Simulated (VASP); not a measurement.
# CdTe (I-4m2) in VASP: notebook, part 2 of 2

VASP 6.6.1. Earlier steps stand in the parts before.

**4. Single point, PBE (uniaxial z strain +1.0%)**

File INCAR:

```
  PREC = Accurate
  ENCUT = 520
  EDIFF = 1E-7
  ISMEAR = 0
  SIGMA = 0.01
  LREAL = F
  LASPH = T
  NELM = 80
  ALGO = Normal
  ISIF = 2
  LWAVE = F
  LCHARG = F
  GGA = PE
  NBANDS = 16
```

File KPOINTS:

```
regular mesh
0
Gamma
  4 4 4
```

File POSCAR:

```
CdTe
1.0
    0.0000000000      3.2799551162      3.3127546673
    3.2799551162      0.0000000000      3.3127546673
    3.2799551162      3.2799551162      0.0000000000
Cd Te
1 1
Direct
    0.0000000000      0.0000000000      0.0000000000
    0.2500000000      0.2500000000      0.2500000000
```

Potentials or basis: VASP PAW PBE potentials, release 64 (Cd, Te).

The run is started by

```sh
$ cat potpaw_PBE.64/Cd/POTCAR potpaw_PBE.64/Te/POTCAR > POTCAR
$ mpirun -np 1 vasp_std > vasp.out
```

OUTCAR:

```text
PREC = Accurate
   ENCUT = 520
   EDIFF = 1E-7
   ISMEAR = 0
   LREAL = F
   LASPH = T
   NELM = 80
   ISIF = 2
   GGA = PE

 ion  position               nearest neighbor table
   1  0.000  0.000  0.000-   2 2.85   2 2.85   2 2.85   2 2.85
   2  0.250  0.250  0.250-   1 2.85   1 2.85   1 2.85   1 2.85

  LATTYP: Found a body centered tetragonal cell.
 ALAT       =     4.6385570093
 C/A-ratio  =     1.4283556980

  Lattice vectors:

 A1 = (  -3.2799551162,   0.0000000000,   3.3127546673)
 A2 = (   3.2799551162,   0.0000000000,   3.3127546673)
 A3 = (   0.0000000000,   3.2799551162,  -3.3127546673)

Analysis of symmetry for initial positions (statically):
=====================================================================
 Subroutine PRICEL returns:
 Original cell was already a primitive cell.

 Routine SETGRP: Setting up the symmetry group for a
 body centered tetragonal supercell.

 Subroutine GETGRP returns: Found  8 space group operations
 (whereof  8 operations were pure point group operations)
 out of a pool of 16 trial point group operations.

The static configuration has the point symmetry D_2d.

Analysis of symmetry for dynamics (positions and initial velocities):
=====================================================================
 Subroutine PRICEL returns:
 Original cell was already a primitive cell.

 Routine SETGRP: Setting up the symmetry group for a
 body centered tetragonal supercell.

 Subroutine GETGRP returns: Found  8 space group operations
 (whereof  8 operations were pure point group operations)
 out of a pool of 16 trial point group operations.

The dynamic configuration has the point symmetry D_2d.

 Subroutine INISYM returns: Found  8 space group operations
 (whereof  8 operations are pure point group operations),
 and found     1 'primitive' translations

----------------------------------------------------------------------------------------

                                     Primitive cell

  volume of cell :      71.2779

  direct lattice vectors                    reciprocal lattice vectors
     0.000000000  3.279955116  3.312754667    -0.152441110  0.152441110  0.150931792
     3.279955116  0.000000000  3.312754667     0.152441110 -0.152441110  0.150931792
     3.279955116  3.279955116  0.000000000     0.152441110  0.152441110 -0.150931792

  length of vectors
     4.661807487  4.661807487  4.638557009     0.263167229  0.263167229  0.263167229

  position of ions in fractional coordinates (direct lattice)
     0.000000000  0.000000000  0.000000000
     0.250000000  0.250000000  0.250000000

  ion indices of the primitive-cell ions
   primitive index   ion index
                 1           1
                 2           2

----------------------------------------------------------------------------------------

 KPOINTS: regular mesh

Automatic generation of k-mesh.
 Grid dimensions read from file:
 generate k-points for:    4    4    4

 Generating k-lattice:

  Cartesian coordinates                     Fractional coordinates (reciprocal lattice)
    -0.038110278  0.038110278  0.037732948     0.250000000  0.000000000  0.000000000
     0.038110278 -0.038110278  0.037732948     0.000000000  0.250000000  0.000000000
     0.038110278  0.038110278 -0.037732948     0.000000000  0.000000000  0.250000000

  Length of vectors
     0.065791807  0.065791807  0.065791807

  Shift w.r.t. Gamma in fractional coordinates (k-lattice)
     0.000000000  0.000000000  0.000000000

 Subroutine IBZKPT returns following result:
 ===========================================

 Found     13 irreducible k-points:

 Following reciprocal coordinates:
            Coordinates               Weight
  0.000000  0.000000  0.000000      1.000000
  0.250000 -0.000000  0.000000      8.000000
  0.500000 -0.000000  0.000000      4.000000
  0.250000  0.250000  0.000000      2.000000
  0.500000  0.250000  0.000000      8.000000
 -0.250000  0.250000  0.000000      4.000000
  0.500000  0.500000  0.000000      1.000000
  0.250000  0.000000  0.250000      4.000000
  0.500000 -0.000000  0.250000     16.000000
 -0.250000  0.000000  0.250000      8.000000
 -0.250000  0.500000  0.250000      4.000000
  0.500000  0.000000  0.500000      2.000000
 -0.250000  0.250000  0.500000      2.000000
   k-points           NKPTS =     13   k-points in BZ     NKDIM =     13   number of bands    NBANDS=     16
   number of dos      NEDOS =    301   number of ions     NIONS =      2
   total plane-waves  NPLWV =  46656
   dimension x,y,z NGX =    36 NGY =   36 NGZ =   36
   dimension x,y,z NGXF=    72 NGYF=   72 NGZF=   72
   ions per type =               1   1
   NGX,Y,Z   is equivalent  to a cutoff of  12.84, 12.84, 12.90 a.u.
   NGXF,Y,Z  is equivalent  to a cutoff of  25.68, 25.68, 25.80 a.u.
 SYSTEM =  unknown system
   PREC   = accura    normal or accurate (medium, high low for compatibility)
   ISTART =      0    job   : 0-new  1-cont  2-samecut
   ICHARG =      2    charge: 1-file 2-atom 10-const
   ISPIN  =      1    spin polarized calculation?
   LNONCOLLINEAR =      F non collinear calculations
   LSORBIT =      F    spin-orbit coupling
   LASPH  =      T    aspherical Exc in radial PAW
   ENCUT  =  520.0 eV  38.22 Ry    6.18 a.u.   8.67  8.67  8.62*2*pi/ulx,y,z
   NELM   =     80;   NELMIN=  2; NELMDL= -5     # of ELM steps
   EDIFF  = 0.1E-06   stopping-criterion for ELM
   LREAL  =      F    real-space projection
   EDIFFG = 0.1E-05   stopping-criterion for IOM
   NSW    =      0    number of steps for IOM
   IBRION =     -1    ionic relax: 0-MD 1-quasi-New 2-CG
   NFREE  =      0    steps in history (QN), initial steepest desc. (CG)
   ISIF   =      2    stress and relaxation
   ISYM   =      2    0-nonsym 1-usesym 2-fastsym
   POTIM  = 0.5000    time-step for ionic-motion
   TEBEG  =    0.0;   TEEND  =   0.0 temperature during run
   PSTRESS=    0.0 pullay stress
   NELECT =      18.0000    total number of electrons
   NUPDOWN=      -1.0000    fix difference up-down
   EMIN   =  10.00;   EMAX   =-10.00  energy-range for DOS
   EFERMI =   0.00;   METHOD = LEGACY
   ISMEAR =     0;   SIGMA  =   0.01  broadening in eV -4-tet -1-fermi 0-gaus
   EFERMI_NEDOS =   21; number of points for ismear=-14 and -15
   IALGO  =     38    algorithm
   IMIX   =      4    mixing-type and parameters
     AMIX     =   0.40;   BMIX     =  1.00
     AMIX_MAG =   1.60;   BMIX_MAG =  1.00
  volume/ion in A,a.u.               =      35.64       240.50
  Fermi-wavevector in a.u.,A,eV,Ry     =   1.034778  1.955447 14.568657  1.070766
  Thomas-Fermi vector in A             =   2.169090
   LORBIT       =      0    0 simple, 1 ext, 2 COOP (PROOUT), +10 PAW based schemes
   GGA     = PE    functional components
   LHFCALC =     F    Hartree Fock is set to
   AEXX    =    0.0000 exact exchange contribution
   IVDW    =     0    specifies the selected vdW correction
   LEPSILON=     F    determine dielectric tensor
   LRPA    =     F    only Hartree local field effects (RPA)
 non-spin polarized calculation
 Gauss-broadening in eV      SIGMA  =   0.01
  energy-cutoff  :      520.00
  volume of cell :       71.28
 maximum number of plane-waves:      1938
 NGX is ok and might be reduce to    36
   NGX = 17   NGY = 17   NGZ = 17

 number of electron      18.0000007 magnetization

 Free energy of the ion-electron system (eV)
  ---------------------------------------------------
  ext. energy  EPLUGINS =         0.00000000
  ---------------------------------------------------
  free energy    TOTEN  =        -4.75062885 eV

  energy without entropy =       -4.75062885  energy(sigma->0) =       -4.75062885

 E-fermi :   2.0733     XC(G=0):  -8.3673

 val. band max:        1.9753446191   @ k =   0.0000   0.0000   0.0000
 cond. band min:       2.5822810368   @ k =   0.0000   0.0000   0.0000
 fundamental gap:      0.6069364177
 Fermi energy:         2.0732694748

 k-point     1 :       0.0000    0.0000    0.0000
  band No.  band energies     occupation
      1      -8.9491      2.00000
      2      -6.2071      2.00000
      3      -6.2046      2.00000
      4      -6.2046      2.00000
      5      -5.9804      2.00000
      6      -5.9796      2.00000
[... 8 lines left out ...]
     15      11.1569      0.00000
     16      11.2930      0.00000
[... 210 lines left out ...]
 k-point    13 :      -0.2500    0.2500    0.5000
  band No.  band energies     occupation
      1      -8.4883      2.00000
      2      -6.1023      2.00000
      3      -6.0907      2.00000
      4      -6.0054      2.00000
      5      -5.9785      2.00000
      6      -5.4610      2.00000
[... 8 lines left out ...]
     15      12.9382      0.00000
     16      13.1328      0.00000

------------------------ aborting loop because EDIFF is reached ----------------------------------------

  FORCE on cell =-STRESS in cart. coord.  units (eV):
  Direction    XX          YY          ZZ          XY          YZ          ZX
  --------------------------------------------------------------------------------------
  -------------------------------------------------------------------------------------
  Total        0.4295627      0.4295627      0.3565839      0.0000000     -0.0000000     -0.0000000
  in kB        9.6556626      9.6556626      8.0152537      0.0000000     -0.0000000     -0.0000000
  external PRESSURE =       9.1088596 kB  Pullay stress =       0.0000000 kB

 VOLUME and BASIS-vectors are now :
 -----------------------------------------------------------------------------
  energy-cutoff  :      520.00
  volume of cell :       71.28
      direct lattice vectors                 reciprocal lattice vectors
     0.000000000  3.279955116  3.312754667    -0.152441110  0.152441110  0.150931792
     3.279955116  0.000000000  3.312754667     0.152441110 -0.152441110  0.150931792
     3.279955116  3.279955116  0.000000000     0.152441110  0.152441110 -0.150931792

 POSITION                                       TOTAL-FORCE (eV/Angst)
 -----------------------------------------------------------------------------------
      0.00000      0.00000      0.00000        -0.000000     -0.000000      0.000000
      1.63998      1.63998      1.65638         0.000000      0.000000     -0.000000
 -----------------------------------------------------------------------------------
    total drift:                               -0.000000     -0.000000     -0.000001

  FREE ENERGIE OF THE ION-ELECTRON SYSTEM (eV)
  ---------------------------------------------------
  free  energy   TOTEN  =        -4.7506288498 eV

  energy  without entropy=       -4.7506288498  energy(sigma->0) =       -4.75062885
```

OSZICAR:

```text
N       E                     dE             d eps       ncg     rms          rms(c)
DAV:   1     0.103448032050E+03    0.10345E+03   -0.84467E+03   416   0.990E+02
DAV:   2    -0.113023720669E+01   -0.10458E+03   -0.99550E+02   512   0.241E+02
DAV:   3    -0.496240132174E+01   -0.38322E+01   -0.38278E+01   520   0.469E+01
DAV:   4    -0.499813929824E+01   -0.35738E-01   -0.35737E-01   640   0.407E+00
DAV:   5    -0.499829219568E+01   -0.15290E-03   -0.15290E-03   536   0.208E-01    0.506E+00
DAV:   6    -0.476588465569E+01    0.23241E+00   -0.39232E-01   496   0.716E+00    0.424E+00
DAV:   7    -0.474886952195E+01    0.17015E-01   -0.11310E-01   464   0.212E+00    0.168E+00
DAV:   8    -0.475006866109E+01   -0.11991E-02   -0.10826E-02   496   0.115E+00    0.486E-01
DAV:   9    -0.475049581011E+01   -0.42715E-03   -0.95123E-04   464   0.304E-01    0.109E-01
DAV:  10    -0.475057966753E+01   -0.83857E-04   -0.12292E-04   528   0.982E-02    0.542E-02
DAV:  11    -0.475063001191E+01   -0.50344E-04   -0.91321E-05   456   0.548E-02    0.364E-02
DAV:  12    -0.475062889508E+01    0.11168E-05   -0.35301E-06   552   0.136E-02    0.211E-02
DAV:  13    -0.475062876491E+01    0.13017E-06   -0.46663E-07   520   0.324E-03    0.138E-02
DAV:  14    -0.475062883093E+01   -0.66021E-07   -0.10906E-06   464   0.557E-03    0.591E-03
DAV:  15    -0.475062884983E+01   -0.18896E-07   -0.64596E-08   464   0.213E-03
   1 F= -.47506288E+01 E0= -.47506288E+01  d E =-.398616E-45
```

It took 11 s on 1 thread of Intel Xeon 6975P-C (Granite Rapids), shared host; peak memory 0.2 GiB.

Results:

* Free energy: -4.7506 eV
* Pressure: 0.9 GPa
* Band gap on the k mesh: 0.61 eV, direct

Caveat: the cell differs from its parent crystal (uniaxial z strain +1.0%); spin-orbit coupling is left out, which moves the levels of the heavy elements.

**5. The runs side by side**

```csv
cell,gap on the mesh (eV),pressure (GPa)
"a = 4.592, b = 4.592, c = 4.639 Å, angles 59.7, 59.7, 60.7°, 2 atoms",0.67,2.2
"a = 4.615, b = 4.615, c = 4.639 Å, angles 59.8, 59.8, 60.3°, 2 atoms",0.66,1.7
"a = 4.662, b = 4.662, c = 4.639 Å, angles 60.2, 60.2, 59.7°, 2 atoms",0.61,0.9
```

Alike in all rows: task single point; level PBE; potentials or basis VASP PAW PBE potentials, release 64 (Cd, Te); no spin polarisation; k mesh 4 × 4 × 4; cutoff (eV) 520; smearing gaussian 0.01 eV.

Caveats: spin-orbit coupling is left out, which moves the levels of the heavy elements.

Total energies depend on the potentials used, so only differences within one code and one set of settings carry meaning.
